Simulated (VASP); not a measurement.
Crystal: TiSnS4.

```xyz
6
Lattice="3.9150 -3.9820 0.0000 3.9150 3.9820 0.0000 0.0000 0.0000 3.8484" Properties=species:S:1:pos:R:3 pbc="T T T"
Ti    3.9150    0.0000    1.9242
Sn    0.0000    0.0000    0.0000
S     2.3987    0.0000    0.0000
S     3.9150    2.4551    1.9242
S     3.9150   -2.4551    1.9242
S     5.4314    0.0000    0.0000
```

The cell was generated, and may not be a known phase.

* Program: VASP 6.6.1
* Task: relaxation of cell and atoms
* Functional: PBE
* Potentials or basis: VASP PAW PBE potentials, release 64 (Ti_sv, Sn_d, S)
* Cutoff: 600 eV
* k mesh: 2 × 2 × 3
* Occupations: gaussian, width 0.15 eV
* Spin: collinear spin
* Starting moments: [1.0, 0.0, 0.0, 0.0, 0.0, 0.0] μB

At the start: pressure 8.7 GPa; volume 20.00 Å³/atom.

**Question.** How do energy, volume and symmetry change on relaxing?

**Answer.** Over 9 steps the energy falls by 118.4 meV/atom and the volume is 22.03 Å³/atom (+10.1 %); space group Cmmm (No. 65, to 0.1 Å) before and after; moment 0.00 μB per cell.

The path:
```tsv
step	energy change (eV)	largest force (eV/Å)	pressure (GPa)	volume (Å³)
1	0.0000	1.9207	8.72	119.99
2	-0.5291	0.4208	-4.38	139.85
3	-0.5937	0.5947	-1.85	134.09
4	-0.6920	0.0904	0.32	131.34
5	-0.6939	0.1611	0.69	130.92
6	-0.7054	0.1465	-0.01	132.27
7	-0.7064	0.1389	-0.30	132.82
8	-0.7097	0.0864	-0.08	132.39
9	-0.7102	0.0586	0.05	132.16
```

Final structure:
```yaml
crystal:
  lattice:
    - [4.21024, -4.16703, 0.00000]
    - [4.21024, 4.16703, 0.00000]
    - [0.00000, 0.00000, 3.76643]
  atoms:
    - { symbol: Ti, position: [0.50000, 0.50000, 0.50000] }
    - { symbol: Sn, position: [0.00000, 0.00000, 0.00000] }
    - { symbol: S, position: [0.31738, 0.31738, 0.00000] }
    - { symbol: S, position: [0.20524, 0.79476, 0.50000] }
    - { symbol: S, position: [0.79476, 0.20524, 0.50000] }
    - { symbol: S, position: [0.68262, 0.68262, 0.00000] }
```

Caveat: the k points lie up to 0.56 Å⁻¹ apart in the final cell; the relaxation stopped at a loose force limit of 0.08 eV/Å, so its end isn't a converged minimum.
